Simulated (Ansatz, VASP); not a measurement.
One calculation of InB3, two programs

```
CELL_PARAMETERS angstrom
3.03582 1.75273 2.85123
-3.03582 1.75273 2.85123
0.00000 -3.50546 2.85123
ATOMIC_POSITIONS crystal
In 0.26900 0.26900 0.26900
In 0.73100 0.73100 0.73100
B 0.79700 0.25200 0.79700
B 0.79700 0.79700 0.25200
B 0.25200 0.79700 0.79700
B 0.20300 0.74800 0.20300
B 0.74800 0.20300 0.20300
B 0.20300 0.20300 0.74800
```

Alike in both runs: task relaxation of cell and atoms; functional PBE; k mesh 6 × 6 × 6; occupations gaussian, width 0.1 eV; no spin polarisation.

|  | VASP | Ansatz |
| --- | --- | --- |
| version | VASP 6.6.1 | Ansatz 0.2.0 |
| potentials or method | VASP PAW PBE potentials, release 64 (In_d, B), cutoff 600 eV | scalar-relativistic, plane waves, PAW |
| valence electrons in the cell | 44 | 44 |

|  | VASP | Ansatz | Ansatz less VASP |
| --- | --- | --- | --- |
| gap on the k mesh at the Fermi level, each at its own relaxed structure (eV) | none | none | - |
| relaxed volume (Å³/atom) | 12.00 | 11.99 | -0.008 |
| relaxed cell length with the largest relative difference (Å) | 4.585 | 4.584 | -0.0009 |

A gap of «none» marks a metal or a gap that the smearing closes.
